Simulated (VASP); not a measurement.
Set up this calculation in VASP 6.6.1, as the native input.

```
Task                   : single point
Functional             : r2SCAN
Potentials or basis    : VASP PAW PBE potentials, release 64 (Ga_d, P)
Cutoff                 : 520 eV
k mesh                 : 6 × 6 × 6
Occupations            : gaussian, width 0.01 eV
Spin                   : no spin polarisation
Dipole correction      : no
Further INCAR settings : ALGO = Normal; EDIFF = 1e-07; NBANDS = 26
```

The system is GaP.

```xyz
4
Lattice="6.7457 0.0032 0.0020 5.6495 3.6861 0.0020 5.6495 1.6816 3.2803" Properties=species:S:1:pos:R:3 pbc="T T T"
Ga    7.8630    2.3404    1.4311
Ga   10.1816    3.0305    1.8531
P     1.0411    0.3099    0.1895
P    17.0036    5.0611    3.0947
```

The input as run:

POSCAR

```
GaP
1.0
    6.7456888485      0.0032362462      0.0019788963
    5.6494821131      3.6861470899      0.0019788963
    5.6494821131      1.6815504385      3.2802549302
Ga P
2 2
Direct
    0.4357534871      0.4357534871      0.4357534871
    0.5642465129      0.5642465129      0.5642465129
    0.0576950213      0.0576950213      0.0576950213
    0.9423049787      0.9423049787      0.9423049787
```

INCAR.step1

```
SYSTEM = GaP
ALGO = Normal ; EDIFF = 1E-4
ENCUT = 520 ; GGA = PE
ISMEAR = 0 ; LASPH = .True.
LCHARG = .False. ; LREAL = .False.
LWAVE = .True. ; NBANDS = 26
NELM = 80 ; PREC = Accurate
SIGMA = 0.01
```

INCAR.step2

```
SYSTEM = GaP
ALGO = Normal ; EDIFF = 1E-7
ENCUT = 520 ; ISIF = 2
ISMEAR = 0 ; ISTART = 1
LASPH = .True. ; LCHARG = .False.
LMIXTAU = .True. ; LREAL = .False.
LWAVE = .False. ; METAGGA = R2SCAN
NBANDS = 26 ; NELM = 80
PREC = Accurate ; SIGMA = 0.01
```

KPOINTS

```
k-points
0
Gamma
  6 6 6
  0 0 0
```

Potentials or basis: VASP PAW PBE potentials, release 64 (Ga_d, P).

Run with:

```sh
$ cat potpaw_PBE.64/Ga_d/POTCAR potpaw_PBE.64/P/POTCAR > POTCAR
$ cp INCAR.step1 INCAR
$ mpirun -np 1 vasp_std > vasp.out
$ cp INCAR.step2 INCAR
$ mpirun -np 1 vasp_std > vasp.out
```

It gave:

```json
{
  "Pressure": "-0.1 GPa",
  "Largest force": "0.067 eV/Å",
  "Band gap on the k mesh": "1.03 eV (least direct gap 1.58 eV)"
}
```

Caveat: the PAW data sets were made with another functional, which shifts forces and pressure a little.

Run time: 10 min on 1 thread of Intel(R) Xeon(R) Platinum 8488C (Sapphire Rapids), with other jobs on the host, peak memory 0.4 GiB.
